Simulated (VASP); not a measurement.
Set up this calculation in VASP 6.6.1, as the native input.

```yaml
Task: single point
Functional: PBEsol
Potentials_or_basis: VASP PAW PBE potentials, release 64 (Sn_d, O)
Cutoff: 520 eV
k_mesh: 4 × 4 × 6
Occupations: gaussian, width 0.01 eV
Spin: no spin polarisation
Dipole_correction: no
Further_INCAR_settings: ALGO = Normal; EDIFF = 1e-06; NBANDS = 35
```

The structure of SnO2 lies in POSCAR:

```
SnO2
1.0
    4.7880040000      0.0000000000      0.0000000000
    0.0000000000      4.8665820000      0.0000000000
    0.0000000000      0.0000000000      3.2408980000
Sn O
2 4
Direct
    0.5000000000      0.5000000000      0.5000000000
    0.0000000000      0.0000000000      0.0000000000
    0.2918550000      0.3210420000      0.0000000000
    0.7918550000      0.1789580000      0.5000000000
    0.2081450000      0.8210420000      0.5000000000
    0.7081450000      0.6789580000      0.0000000000
```

The input as run:

INCAR

```
ALGO     = Normal         # electronic algorithm
EDIFF    = 1E-6           # SCF threshold, eV
ENCUT    = 520            # plane-wave cutoff, eV
GGA      = PS             # functional
ISIF     = 2              # what is computed and relaxed
ISMEAR   = 0              # smearing method
LASPH    = T              # aspherical terms in the spheres
LCHARG   = F              # write CHGCAR
LREAL    = F              # projectors in reciprocal space
LWAVE    = F              # write WAVECAR
NBANDS   = 35             # bands
NELM     = 60             # most SCF steps
PREC     = Accurate       # precision mode
SIGMA    = 0.01           # smearing width, eV
```

KPOINTS

```
k-points
0
Gamma
  4 4 6
```

Potentials or basis: VASP PAW PBE potentials, release 64 (Sn_d, O).

Launch:

```console
$ cat potpaw_PBE.64/Sn_d/POTCAR potpaw_PBE.64/O/POTCAR > POTCAR
$ mpirun -np 1 vasp_std > vasp.out
```

Results of the run:

* Pressure: -5.8 GPa
* Largest force: 0.104 eV/Å
* Band gap on the k mesh: 0.72 eV, direct

Caveat: the PAW data sets were made with another functional, which shifts forces and pressure a little; spin-orbit coupling is left out, which moves the levels of the heavy elements.

Run time: 2.8 min on 1 thread of AMD EPYC 7R13 (shared host), peak memory 0.19 GiB.
